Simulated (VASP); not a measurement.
# PtSe2 (fluorite type) (Fm-3m) in VASP: further runs

The runs below take PtSe2 (fluorite type) through single point, relaxation of cell and atoms, with PBE.

Everything below comes from runs of VASP 6.6.1. Logs are shortened: lines on timing, memory, paths and dates and some standing lists are left out, and cuts for length are marked.

## 1. The cell of the first run

It takes space group Fm-3m (No. 225, cubic). Conventional cell: a = 6.290 Å, b = 6.290 Å, c = 6.290 Å, α = 90.00°, β = 90.00°, γ = 90.00°. Pt (site symmetry m-3m) has 8 Se at 2.72 Å within 3.6 Å. Se (site symmetry -43m) has 4 Pt at 2.72 Å and 6 Se at 3.15 Å within 3.6 Å.

## 2. Single point, PBE

File INCAR:

```
SYSTEM = PtSe2
PREC = Accurate
ENCUT = 520
EDIFF = 1E-6
ISMEAR = -1
SIGMA = 0.05
LREAL = .False.
LASPH = .True.
NELM = 100
ALGO = Normal
ISIF = 2
LWAVE = .False.
LCHARG = .False.
GGA = PE
NBANDS = 18
```

File KPOINTS:

```
regular mesh
0
Gamma
  10 10 10
  0 0 0
```

File POSCAR:

```
PtSe2
1.0
    0.0000000000      3.1452373649      3.1452373649
    3.1452373649      0.0000000000      3.1452373649
    3.1452373649      3.1452373649      0.0000000000
Pt Se
1 2
Direct
    0.0000000000      0.0000000000      0.0000000000
    0.2500000000      0.2500000000      0.2500000000
    0.7500000000      0.7500000000      0.7500000000
```

Potentials or basis: VASP PAW PBE potentials, release 64 (Pt, Se).

Run with:

```bash
> cat potpaw_PBE.64/Pt/POTCAR potpaw_PBE.64/Se/POTCAR > POTCAR
> mpirun -np 1 vasp_std > vasp.out
```

OUTCAR:

```text
SYSTEM = PtSe2
   PREC = Accurate
   ENCUT = 520
   EDIFF = 1E-6
   ISMEAR = -1
   LREAL = .False.
   LASPH = .True.
   NELM = 100
   ISIF = 2
   GGA = PE

 ion  position               nearest neighbor table
   1  0.000  0.000  0.000-   3 2.72   3 2.72   3 2.72   2 2.72   3 2.72   2 2.72   2 2.72   2 2.72

   2  0.250  0.250  0.250-   1 2.72   1 2.72   1 2.72   1 2.72
   3  0.750  0.750  0.750-   1 2.72   1 2.72   1 2.72   1 2.72

  LATTYP: Found a face centered cubic cell.
 ALAT       =     6.2904747298

  Lattice vectors:

 A1 = (   0.0000000000,   3.1452373649,   3.1452373649)
 A2 = (   3.1452373649,   0.0000000000,   3.1452373649)
 A3 = (   3.1452373649,   3.1452373649,   0.0000000000)

Analysis of symmetry for initial positions (statically):
=====================================================================
 Subroutine PRICEL returns:
 Original cell was already a primitive cell.

 Routine SETGRP: Setting up the symmetry group for a
 face centered cubic supercell.

 Subroutine GETGRP returns: Found 48 space group operations
 (whereof 48 operations were pure point group operations)
 out of a pool of 48 trial point group operations.

The static configuration has the point symmetry O_h .

Analysis of symmetry for dynamics (positions and initial velocities):
=====================================================================
 Subroutine PRICEL returns:
 Original cell was already a primitive cell.

 Routine SETGRP: Setting up the symmetry group for a
 face centered cubic supercell.

 Subroutine GETGRP returns: Found 48 space group operations
 (whereof 48 operations were pure point group operations)
 out of a pool of 48 trial point group operations.

The dynamic configuration has the point symmetry O_h .

 Subroutine INISYM returns: Found 48 space group operations
 (whereof 48 operations are pure point group operations),
 and found     1 'primitive' translations

----------------------------------------------------------------------------------------

                                     Primitive cell

  volume of cell :      62.2286

  direct lattice vectors                    reciprocal lattice vectors
     0.000000000  3.145237365  3.145237365    -0.158970514  0.158970514  0.158970514
[... 78 lines left out ...]
 SYSTEM =  PtSe2
   PREC   = accura    normal or accurate (medium, high low for compatibility)
   ISTART =      0    job   : 0-new  1-cont  2-samecut
   ICHARG =      2    charge: 1-file 2-atom 10-const
   ISPIN  =      1    spin polarized calculation?
   LNONCOLLINEAR =      F non collinear calculations
   LSORBIT =      F    spin-orbit coupling
   LASPH  =      T    aspherical Exc in radial PAW
   ENCUT  =  520.0 eV  38.22 Ry    6.18 a.u.   8.27  8.27  8.27*2*pi/ulx,y,z
   NELM   =    100;   NELMIN=  2; NELMDL= -5     # of ELM steps
   EDIFF  = 0.1E-05   stopping-criterion for ELM
   LREAL  =      F    real-space projection
   EDIFFG = 0.1E-04   stopping-criterion for IOM
   NSW    =      0    number of steps for IOM
   IBRION =     -1    ionic relax: 0-MD 1-quasi-New 2-CG
   NFREE  =      0    steps in history (QN), initial steepest desc. (CG)
   ISIF   =      2    stress and relaxation
   ISYM   =      2    0-nonsym 1-usesym 2-fastsym
   POTIM  = 0.5000    time-step for ionic-motion
   TEBEG  =    0.0;   TEEND  =   0.0 temperature during run
   PSTRESS=    0.0 pullay stress
   NELECT =      22.0000    total number of electrons
   NUPDOWN=      -1.0000    fix difference up-down
   EMIN   =  10.00;   EMAX   =-10.00  energy-range for DOS
   EFERMI =   0.00;   METHOD = LEGACY
   ISMEAR =    -1;   SIGMA  =   0.05  broadening in eV -4-tet -1-fermi 0-gaus
   EFERMI_NEDOS =   21; number of points for ismear=-14 and -15
   IALGO  =     38    algorithm
   IMIX   =      4    mixing-type and parameters
     AMIX     =   0.40;   BMIX     =  1.00
     AMIX_MAG =   1.60;   BMIX_MAG =  1.00
  volume/ion in A,a.u.               =      20.74       139.98
  Fermi-wavevector in a.u.,A,eV,Ry     =   1.157583  2.187515 18.231798  1.339999
  Thomas-Fermi vector in A             =   2.294193
   LORBIT       =      0    0 simple, 1 ext, 2 COOP (PROOUT), +10 PAW based schemes
   GGA     = PE    functional components
   LHFCALC =     F    Hartree Fock is set to
   AEXX    =    0.0000 exact exchange contribution
   IVDW    =     0    specifies the selected vdW correction
   LEPSILON=     F    determine dielectric tensor
   LRPA    =     F    only Hartree local field effects (RPA)
 non-spin polarized calculation
  energy-cutoff  :      520.00
  volume of cell :       62.23
 maximum number of plane-waves:      1695
 NGX is ok and might be reduce to    36
   NGX = 17   NGY = 17   NGZ = 17

 number of electron      21.9999999 magnetization

 Free energy of the ion-electron system (eV)
  ---------------------------------------------------
  ext. energy  EPLUGINS =         0.00000000
  ---------------------------------------------------
  free energy    TOTEN  =       -12.84899841 eV

  energy without entropy =      -12.81559486  energy(sigma->0) =      -12.83229663

 E-fermi :   6.7551     XC(G=0): -10.6103

 val. band max:        6.7507420645   @ k =   0.3000   0.2000   0.0000
 cond. band min:       6.7652165802   @ k =   0.1000   0.0000   0.0000
 fundamental gap:      0.0144745157
 Fermi energy:         6.7551106271

 k-point     1 :       0.0000    0.0000    0.0000
  band No.  band energies     occupation
      1      -9.3239      2.00000
      2      -5.5124      2.00000
      3       0.0209      2.00000
      4       0.0209      2.00000
      5       0.0209      2.00000
      6       2.8913      2.00000
[... 481 lines left out ...]
      5       0.6300      2.00000
      6       2.6283      2.00000
[... 10 lines left out ...]
     17      15.1436      0.00000
     18      15.1637      0.00000

 [... further k-points ...]
[... 5 lines left out ...]
  --------------------------------------------------------------------------------------
  -------------------------------------------------------------------------------------
  Total       -0.0199733     -0.0199733     -0.0199733      0.0000000      0.0000000     -0.0000000
  in kB       -0.5142451     -0.5142451     -0.5142451      0.0000000      0.0000000     -0.0000000
  external PRESSURE =      -0.5142451 kB  Pullay stress =       0.0000000 kB

 VOLUME and BASIS-vectors are now :
 -----------------------------------------------------------------------------
  energy-cutoff  :      520.00
  volume of cell :       62.23
      direct lattice vectors                 reciprocal lattice vectors
     0.000000000  3.145237365  3.145237365    -0.158970514  0.158970514  0.158970514
     3.145237365  0.000000000  3.145237365     0.158970514 -0.158970514  0.158970514
     3.145237365  3.145237365  0.000000000     0.158970514  0.158970514 -0.158970514

 POSITION                                       TOTAL-FORCE (eV/Angst)
 -----------------------------------------------------------------------------------
      0.00000      0.00000      0.00000        -0.000000     -0.000000     -0.000000
      1.57262      1.57262      1.57262         0.000000      0.000000      0.000000
      4.71786      4.71786      4.71786        -0.000000     -0.000000     -0.000000
 -----------------------------------------------------------------------------------
    total drift:                                0.000000      0.000000      0.000000

  FREE ENERGIE OF THE ION-ELECTRON SYSTEM (eV)
  ---------------------------------------------------
  free  energy   TOTEN  =       -12.8489984101 eV

  energy  without entropy=      -12.8155948597  energy(sigma->0) =      -12.83229663
```

It took 39 s on 1 thread of Intel Xeon Platinum 8375C at 2.90GHz (Ice Lake), shared host; peak memory 0.23 GiB.

What came out:

```
Free energy            : -12.8490 eV
Pressure               : -0.1 GPa
Band gap on the k mesh : zero (bands 11 and 12 overlap by 0.46 eV)
```

Caveat: spin-orbit coupling is left out, which moves the levels of the heavy elements.

## 3. Relaxation of cell and atoms, PBE

This run uses another cell than the first one, of 16.09 Å³/atom.

File INCAR:

```
  PREC = Accurate
  ENCUT = 600
  EDIFF = 1E-6
  ISMEAR = -1
  SIGMA = 0.05
  LREAL = F
  LASPH = T
  NELM = 60
  ALGO = Normal
  ISIF = 3
  LWAVE = F
  LCHARG = F
  GGA = PE
  IBRION = 2
  NSW = 100
  EDIFFG = -0.005
```

File KPOINTS:

```
Automatic mesh
0
Gamma
  10 10 10
```

File POSCAR:

```
PtSe2
1.0
    0.0000000000      2.8899693431      2.8899693431
    2.8899693431      0.0000000000      2.8899693431
    2.8899693431      2.8899693431      0.0000000000
Pt Se
1 2
Direct
    0.0000000000      0.0000000000      0.0000000000
    0.2500000000      0.2500000000      0.2500000000
    0.7500000000      0.7500000000      0.7500000000
```

Potentials or basis: VASP PAW PBE potentials, release 64 (Pt, Se).

Run with:

```bash
> cat potpaw_PBE.64/Pt/POTCAR potpaw_PBE.64/Se/POTCAR > POTCAR
> mpirun -np 1 vasp_std > vasp.out
```

It took 2.6 min on 1 thread of Intel Xeon Platinum 8375C at 2.90GHz (Ice Lake), shared host; peak memory 0.24 GiB.

The run converged. Its results:

* Free energy: -12.8462 eV
* Relaxed volume: 20.73 Å³/atom
* Relaxed cell: a = 4.447 Å, b = 4.447 Å, c = 4.447 Å, α = 60.00°, β = 60.00°, γ = 60.00°
* Space group after relaxing (to 0.1 Å): Fm-3m (No. 225)
* Energy gained by relaxing: 569.6 meV/atom
* Ionic steps: 6
* Pressure after relaxing: 0.0 GPa
* Band gap on the k mesh: zero (bands 11 and 12 overlap by 0.47 eV)

Step by step:
| step | energy change (eV) | largest force (eV/Å) | pressure (GPa) | volume (Å³) |
| --- | --- | --- | --- | --- |
| 1 | 0.0000 | 0.0000 | 50.04 | 48.27 |
| 2 | 0.5338 | 0.0000 | -15.64 | 92.59 |
| 3 | -1.6962 | 0.0000 | -2.53 | 63.76 |
| 4 | -1.7075 | 0.0000 | -0.88 | 62.71 |
| 5 | -1.7089 | 0.0000 | 0.04 | 62.18 |
| 6 | -1.7089 | 0.0000 | 0.03 | 62.18 |

Final structure:
```
Pt Se
1.0
     0.00000    3.14438    3.14438
     3.14438    0.00000    3.14438
     3.14438    3.14438    0.00000
Pt Se
1 2
Direct
  0.00000 0.00000 0.00000
  0.25000 0.25000 0.25000
  0.75000 0.75000 0.75000
```

Levels at points of the mesh, in eV from the Fermi level:
| k point | band 7 | band 8 | band 9 | band 10 | band 11 | band 12 | band 13 | band 14 | band 15 |
| --- | --- | --- | --- | --- | --- | --- | --- | --- | --- |
| (0.00, 0.00, 0.00) | -3.87 | -1.33 | -1.33 | -1.33 | 0.05 | 0.05 | 0.05 | 1.50 | 3.25 |
| (0.50, 0.00, 0.00) | -3.74 | -3.74 | -3.74 | -3.73 | -2.53 | 0.17 | 0.17 | 4.29 | 6.19 |
| (0.50, 0.50, 0.00) | -4.61 | -3.80 | -3.54 | -2.69 | 0.42 | 1.25 | 1.25 | 1.75 | 6.22 |

Caveat: the volume moved by over 15 % at a fixed basis, so the end points are rough; spin-orbit coupling is left out, which moves the levels of the heavy elements.
